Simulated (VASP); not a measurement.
# BN (Fmm2) in VASP: a series of runs

BN is run at these levels: HSE06; tasks: single point.

Program: VASP 6.6.1. These are calculated values, not measurements. Logs are shortened: lines on timing, memory, paths and dates and some standing lists are left out, and cuts for length are marked.

**1. The cell of the first run**

It takes space group Fmm2 (No. 42, orthorhombic). The conventional cell has a = 2.429 Å, b = 6.393 Å, c = 4.200 Å, α = 90.00°, β = 90.00°, γ = 90.00°. B (site symmetry mm2) has 3 N at 1.40 Å within 1.9 Å. N (site symmetry mm2) has 3 B at 1.40 Å within 1.9 Å.

**2. Single point, HSE06 (strain -2.9%)**

Input file POSCAR:

```
BN
1.0
    0.0000000000      3.1967055023      2.1001085250
    1.2144304048      0.0000000000      2.1001085250
    1.2144304048      3.1967055023      0.0000000000
B N
1 1
Direct
    0.0001189479      0.0001189479      0.9998810521
    0.6665810421      0.6665810421      0.3334189579
```

Input file INCAR.step1:

```
PREC = Accurate
ENCUT = 520
EDIFF = 1E-5
ISMEAR = 0
SIGMA = 0.01
LREAL = False
LASPH = True
NELM = 120
ALGO = Normal
ISIF = 2
LWAVE = True
LCHARG = False
NBANDS = 11
GGA = PE
GGA_COMPAT = False
```

Input file INCAR.step2:

```
PREC = Accurate
ENCUT = 520
EDIFF = 1E-6
ISMEAR = 0
SIGMA = 0.01
LREAL = False
LASPH = True
NELM = 120
ALGO = Normal
ISIF = 2
LWAVE = False
LCHARG = False
GGA = PE
LHFCALC = True
HFSCREEN = 0.2079
PRECFOCK = Normal
NBANDS = 11
ISTART = 1
GGA_COMPAT = False
```

Input file KPOINTS:

```
Automatic mesh
0
Gamma
  8 8 8
```

Potentials or basis: VASP PAW PBE potentials, release 64 (B, N).

On the command line:

```bash
> cat potpaw_PBE.64/B/POTCAR potpaw_PBE.64/N/POTCAR > POTCAR
> cp INCAR.step1 INCAR
> mpirun -np 1 vasp_std > vasp.out
> cp INCAR.step2 INCAR
> mpirun -np 1 vasp_std > vasp.out
```

OUTCAR:

```text
PREC = Accurate
   ENCUT = 520
   EDIFF = 1E-6
   ISMEAR = 0
   LREAL = False
   LASPH = True
   NELM = 120
   ISIF = 2
   GGA = PE
   LHFCALC = True
   HFSCREEN = 0.2079
   PRECFOCK = Normal
   ISTART = 1

 ion  position               nearest neighbor table
   1  0.000  0.000  1.000-   2 1.40   2 1.40   2 1.40
   2  0.667  0.667  0.333-   1 1.40   1 1.40   1 1.40

  LATTYP: Found a face centered orthorhombic cell.
 ALAT       =     2.4288608096
 B/A-ratio  =     1.7292950808
 C/A-ratio  =     2.6322673491

  Lattice vectors:

 A1 = (  -0.0000000000,   3.1967055023,   2.1001085250)
 A2 = (  -1.2144304048,   3.1967055023,   0.0000000000)
 A3 = (  -1.2144304048,   0.0000000000,   2.1001085250)

Analysis of symmetry for initial positions (statically):
=====================================================================
 Subroutine PRICEL returns:
 Original cell was already a primitive cell.

 Routine SETGRP: Setting up the symmetry group for a
 face centered orthorhombic supercell.

 Subroutine GETGRP returns: Found  4 space group operations
 (whereof  4 operations were pure point group operations)
 out of a pool of  8 trial point group operations.

The static configuration has the point symmetry C_2v.

Analysis of symmetry for dynamics (positions and initial velocities):
=====================================================================
 Subroutine PRICEL returns:
 Original cell was already a primitive cell.

 Routine SETGRP: Setting up the symmetry group for a
 face centered orthorhombic supercell.

 Subroutine GETGRP returns: Found  4 space group operations
 (whereof  4 operations were pure point group operations)
 out of a pool of  8 trial point group operations.

The dynamic configuration has the point symmetry C_2v.

 Subroutine INISYM returns: Found  4 space group operations
 (whereof  4 operations are pure point group operations),
 and found     1 'primitive' translations

----------------------------------------------------------------------------------------

                                     Primitive cell

  volume of cell :      16.3060

  direct lattice vectors                    reciprocal lattice vectors
     0.000000000  3.196705502  2.100108525    -0.411715647  0.156411030  0.238082934
     1.214430405  0.000000000  2.100108525     0.411715647 -0.156411030  0.238082934
     1.214430405  3.196705502  0.000000000     0.411715647  0.156411030 -0.238082934

  length of vectors
     3.824837498  2.425963113  3.419615077     0.500657236  0.500657236  0.500657236

  position of ions in fractional coordinates (direct lattice)
     0.000118948  0.000118948  0.999881052
     0.666581042  0.666581042  0.333418958

  ion indices of the primitive-cell ions
   primitive index   ion index
                 1           1
                 2           2

----------------------------------------------------------------------------------------

 KPOINTS: Automatic mesh

Automatic generation of k-mesh.
 Grid dimensions read from file:
 generate k-points for:    8    8    8

 Generating k-lattice:

  Cartesian coordinates                     Fractional coordinates (reciprocal lattice)
    -0.051464456  0.019551379  0.029760367     0.125000000  0.000000000 -0.000000000
     0.051464456 -0.019551379  0.029760367     0.000000000  0.125000000  0.000000000
     0.051464456  0.019551379 -0.029760367    -0.000000000  0.000000000  0.125000000

  Length of vectors
     0.062582155  0.062582155  0.062582155

  Shift w.r.t. Gamma in fractional coordinates (k-lattice)
     0.000000000  0.000000000  0.000000000

 Subroutine IBZKPT returns following result:
 ===========================================

 Found     95 irreducible k-points:

 Following reciprocal coordinates:
            Coordinates               Weight
  0.000000  0.000000  0.000000      1.000000
  0.125000  0.000000  0.000000      8.000000
  0.250000  0.000000  0.000000      8.000000
  0.375000 -0.000000  0.000000      8.000000
  0.500000  0.000000  0.000000      4.000000
  0.125000  0.125000  0.000000      2.000000
[... 16 lines left out ...]
  0.250000  0.000000  0.125000      8.000000
  0.375000  0.000000  0.125000      8.000000
 [... further k-points ...]
   k-points           NKPTS =     95   k-points in BZ     NKDIM =    512   number of bands    NBANDS=     11
   number of dos      NEDOS =    301   number of ions     NIONS =      2
   total plane-waves  NPLWV =  14112
   dimension x,y,z NGX =    28 NGY =   18 NGZ =   28
   dimension x,y,z NGXF=    56 NGYF=   36 NGZF=   56
   ions per type =               1   1
   NGX,Y,Z   is equivalent  to a cutoff of  12.17, 12.34, 13.61 a.u.
   NGXF,Y,Z  is equivalent  to a cutoff of  24.34, 24.67, 27.22 a.u.
 SYSTEM =  unknown system
   PREC   = accura    normal or accurate (medium, high low for compatibility)
   ISTART =      1    job   : 0-new  1-cont  2-samecut
   ICHARG =      0    charge: 1-file 2-atom 10-const
   ISPIN  =      1    spin polarized calculation?
   LNONCOLLINEAR =      F non collinear calculations
   LSORBIT =      F    spin-orbit coupling
   LASPH  =      T    aspherical Exc in radial PAW
   ENCUT  =  520.0 eV  38.22 Ry    6.18 a.u.   7.11  4.51  6.36*2*pi/ulx,y,z
   NELM   =    120;   NELMIN=  2; NELMDL=  0     # of ELM steps
   EDIFF  = 0.1E-05   stopping-criterion for ELM
   LREAL  =      F    real-space projection
   EDIFFG = 0.1E-04   stopping-criterion for IOM
   NSW    =      0    number of steps for IOM
   IBRION =     -1    ionic relax: 0-MD 1-quasi-New 2-CG
   NFREE  =      0    steps in history (QN), initial steepest desc. (CG)
   ISIF   =      2    stress and relaxation
   ISYM   =      3    0-nonsym 1-usesym 2-fastsym
   POTIM  = 0.5000    time-step for ionic-motion
   TEBEG  =    0.0;   TEEND  =   0.0 temperature during run
   PSTRESS=    0.0 pullay stress
   NELECT =       8.0000    total number of electrons
   NUPDOWN=      -1.0000    fix difference up-down
   EMIN   =  10.00;   EMAX   =-10.00  energy-range for DOS
   EFERMI =   0.00;   METHOD = LEGACY
   ISMEAR =     0;   SIGMA  =   0.01  broadening in eV -4-tet -1-fermi 0-gaus
   EFERMI_NEDOS =   21; number of points for ismear=-14 and -15
   IALGO  =     38    algorithm
   IMIX   =      1    mixing-type and parameters
     AMIX     =   0.40;   BMIX     =  1.00
     AMIX_MAG =   1.60;   BMIX_MAG =  1.00
  volume/ion in A,a.u.               =       8.15        55.02
  Fermi-wavevector in a.u.,A,eV,Ry     =   1.291187  2.439990 22.683143  1.667164
  Thomas-Fermi vector in A             =   2.422972
   LORBIT       =      0    0 simple, 1 ext, 2 COOP (PROOUT), +10 PAW based schemes
   GGA     = PE    functional components
   LHFCALC =     T    Hartree Fock is set to
   PRECFOCK=normal    Normal, Fast or Accurate (Low or Medium for compatibility)
   ENCUT4O =  -1.0   cutoff for four orbital integrals eV
   NKREDX  =     1    reduce k-point grid by
   NKREDY  =     1    reduce k-point grid by
   NKREDZ  =     1    reduce k-point grid by
   AEXX    =    0.2500 exact exchange contribution
   HFSCREEN=    0.2079 screening length (either q_TF or 0.3 A-1)
   HFSCREENC=   0.2079 screening length for correlation (either q_TF or 0.3 A-1)
   ENCUTFOCK=  -1.0 apply spherical cutoff to Coloumb kernel
   IVDW    =     0    specifies the selected vdW correction
   LEPSILON=     F    determine dielectric tensor
   LRPA    =     F    only Hartree local field effects (RPA)
 non-spin polarized calculation
 Gauss-broadening in eV      SIGMA  =   0.01
  energy-cutoff  :      520.00
  volume of cell :       16.31
 maximum number of plane-waves:       454
  NGX = 24; NGY = 14; NGZ = 20

 number of electron       7.9999999 magnetization

 Free energy of the ion-electron system (eV)
  ---------------------------------------------------
  ext. energy  EPLUGINS =         0.00000000
  ---------------------------------------------------
  free energy    TOTEN  =       -20.26651760 eV

  energy without entropy =      -20.26651760  energy(sigma->0) =      -20.26651760

 E-fermi :   2.6927     XC(G=0):  -8.6789

 val. band max:        2.5110342789   @ k =   0.5000  -0.3750   0.1250
 cond. band min:       7.1806872909   @ k =   0.0000   0.5000   0.5000
 fundamental gap:      4.6696530120
 Fermi energy:         2.6927475467

 k-point     1 :       0.0000    0.0000    0.0000
  band No.  band energies     occupation
      1     -18.0798      2.00000
      2      -2.6498      2.00000
      3       0.7346      2.00000
      4       0.7423      2.00000
      5       8.8499      0.00000
      6      16.3465      0.00000
      7      16.4803      0.00000
      8      18.8907      0.00000
      9      20.6957      0.00000
     10      31.4485      0.00000
     11      33.5878      0.00000

 k-point     2 :       0.1250    0.0000    0.0000
  band No.  band energies     occupation
      1     -17.7122      2.00000
      2      -2.3324      2.00000
      3      -0.6016      2.00000
      4       0.0944      2.00000
      5       9.6159      0.00000
      6      16.2605      0.00000
      7      17.4645      0.00000
      8      17.8930      0.00000
      9      21.7848      0.00000
     10      29.2263      0.00000
     11      32.2444      0.00000

 k-point     3 :       0.2500    0.0000    0.0000
  band No.  band energies     occupation
      1     -16.6609      2.00000
      2      -3.5595      2.00000
      3      -1.3524      2.00000
      4      -1.1734      2.00000
      5      11.3658      0.00000
      6      14.3469      0.00000
      7      16.0560      0.00000
      8      21.6077      0.00000
      9      23.7877      0.00000
     10      25.6007      0.00000
     11      30.3431      0.00000
[... 267 lines left out ...]
 k-point    23 :       0.2500    0.0000    0.1250
  band No.  band energies     occupation
      1     -17.6135      2.00000
      2      -3.1445      2.00000
      3      -0.6062      2.00000
      4       0.0941      2.00000
      5      11.0812      0.00000
      6      16.2269      0.00000
      7      17.6409      0.00000
      8      17.9336      0.00000
      9      21.7204      0.00000
     10      29.6881      0.00000
     11      31.7103      0.00000

 k-point    24 :       0.3750    0.0000    0.1250
  band No.  band energies     occupation
      1     -16.5440      2.00000
      2      -3.6073      2.00000
      3      -2.2237      2.00000
      4      -1.1744      2.00000
      5      12.3923      0.00000
      6      15.3311      0.00000
      7      16.4265      0.00000
      8      21.6069      0.00000
      9      23.1855      0.00000
     10      26.4347      0.00000
     11      30.1969      0.00000

 [... further k-points ...]
[... 5 lines left out ...]
  --------------------------------------------------------------------------------------
  -------------------------------------------------------------------------------------
  Total        3.7866616      0.4423540      3.7773210      0.0000000      0.0000000      0.0000000
  in kB      372.0660869     43.4643818    371.1483066      0.0000000      0.0000000      0.0000000
  external PRESSURE =     262.2262584 kB  Pullay stress =       0.0000000 kB

 VOLUME and BASIS-vectors are now :
 -----------------------------------------------------------------------------
  energy-cutoff  :      520.00
  volume of cell :       16.31
      direct lattice vectors                 reciprocal lattice vectors
     0.000000000  3.196705502  2.100108525    -0.411715647  0.156411030  0.238082934
     1.214430405  0.000000000  2.100108525     0.411715647 -0.156411030  0.238082934
     1.214430405  3.196705502  0.000000000     0.411715647  0.156411030 -0.238082934

 POSITION                                       TOTAL-FORCE (eV/Angst)
 -----------------------------------------------------------------------------------
      1.21443      3.19671      0.00050         0.000000      0.000000      0.006280
      1.21443      3.19671      2.79979         0.000000      0.000000     -0.006280
 -----------------------------------------------------------------------------------
    total drift:                               -0.000003      0.000000      0.000044

  FREE ENERGIE OF THE ION-ELECTRON SYSTEM (eV)
  ---------------------------------------------------
  free  energy   TOTEN  =       -20.2665175953 eV

  energy  without entropy=      -20.2665175953  energy(sigma->0) =      -20.26651760
```

Run time: 2.5 h. Hardware: 1 thread of Intel Xeon 8259CL, shared host; peak memory 0.23 GiB.

What came out:

```
Free energy            : -20.2665 eV
Pressure               : 26.2 GPa
Largest force          : 0.006 eV/Å
Band gap on the k mesh : 4.67 eV (least direct gap 6.39 eV)
```

Forces in eV/Å, atoms in the order of the input:
```
B    0.000  0.000  0.006
N    0.000  0.000 -0.006
```

Stress tensor (GPa, compression positive):
```
37.21  0.00  0.00
 0.00  4.35  0.00
 0.00  0.00 37.11
```

Levels at points of the mesh, in eV from the valence-band top:
| k point | band 2 | band 3 | band 4 | band 5 | band 6 | band 7 |
| --- | --- | --- | --- | --- | --- | --- |
| (0.00, 0.00, 0.00) | -5.16 | -1.78 | -1.77 | 6.34 | 13.84 | 13.97 |
| (0.50, 0.00, 0.00) | -10.55 | -5.08 | -1.42 | 5.87 | 12.24 | 15.72 |
| (0.50, 0.50, 0.00) | -10.72 | -5.07 | -0.55 | 7.79 | 11.62 | 14.20 |
| (0.50, 0.00, 0.50) | -7.81 | -1.82 | -1.76 | 12.51 | 13.75 | 13.90 |
| (0.00, 0.50, 0.50) | -10.36 | -5.16 | -2.18 | 4.67 | 12.19 | 17.33 |

Caveat: the cell differs from its parent crystal (strain -2.9%); the stress differs along the axes, from 4 to 37 GPa; the PAW data sets were made with another functional, which shifts forces and pressure a little. A k mesh can miss the band edges.

**3. Single point, HSE06 (uniaxial x strain -5.2%)**

Input file POSCAR:

```
BN
1.0
    0.0000000000      3.2928569245      2.1632761898
    1.1855332660      0.0000000000      2.1632761898
    1.1855332660      3.2928569245      0.0000000000
B N
1 1
Direct
   -0.0020474341     -0.0020474341      1.0020474341
    0.6687474241      0.6687474241      0.3312525759
```

INCAR.step1: that of step 2 with these lines changed.

```diff
@@ -11,5 +11,4 @@
 LWAVE = True
-LCHARG = False
+GGA = PE
 NBANDS = 11
-GGA = PE
 GGA_COMPAT = False
```

INCAR.step2: that of step 2 with these lines changed.

```diff
@@ -11,3 +11,3 @@
 LWAVE = False
-LCHARG = False
+LCHARG = True
 GGA = PE
@@ -16,4 +16,6 @@
 PRECFOCK = Normal
+LELF = True
+LVHAR = True
+ISTART = 1
 NBANDS = 11
-ISTART = 1
 GGA_COMPAT = False
```

Input file KPOINTS:

```
regular mesh
0
Gamma
  8 8 8
```

Potentials or basis: VASP PAW PBE potentials, release 64 (B, N).

On the command line:

```bash
> cat potpaw_PBE.64/B/POTCAR potpaw_PBE.64/N/POTCAR > POTCAR
> cp INCAR.step1 INCAR
> mpirun -np 1 vasp_std > vasp.out
> cp INCAR.step2 INCAR
> mpirun -np 1 vasp_std > vasp.out
```

It took 47 min on 1 thread of Intel Xeon 8259CL, shared host; peak memory 0.26 GiB.

The run converged. Its results:

```
Free energy            : -20.2395 eV
Pressure               : 22.5 GPa
Band gap on the k mesh : 4.58 eV (least direct gap 6.38 eV)
```

Stress tensor (GPa, compression positive):
```
53.28  0.00  0.00
 0.00  3.23  0.00
 0.00  0.00 11.08
```

Levels at points of the mesh, in eV from the valence-band top:
```
           k point  band 1  band 2  band 3  band 4  band 5  band 6  band 7  band 8
(0.00, 0.00, 0.00)  -20.34   -5.15   -2.04   -1.20    6.25   13.35   14.40   16.37
(0.50, 0.00, 0.00)  -16.40  -10.26   -5.24   -1.08    6.18   11.72   15.64   18.33
(0.50, 0.50, 0.00)  -16.94  -10.66   -4.15   -0.77    7.52   12.18   13.91   16.03
(0.50, 0.00, 0.50)  -20.02   -7.45   -2.02   -1.24   12.15   13.30   14.24   15.87
(0.00, 0.50, 0.50)  -16.76  -10.37   -4.22   -2.21    4.58   13.57   17.37   21.73
```

Caveat: the cell differs from its parent crystal (uniaxial x strain -5.2%); the stress differs along the axes, from 3 to 53 GPa; the PAW data sets were made with another functional, which shifts forces and pressure a little.
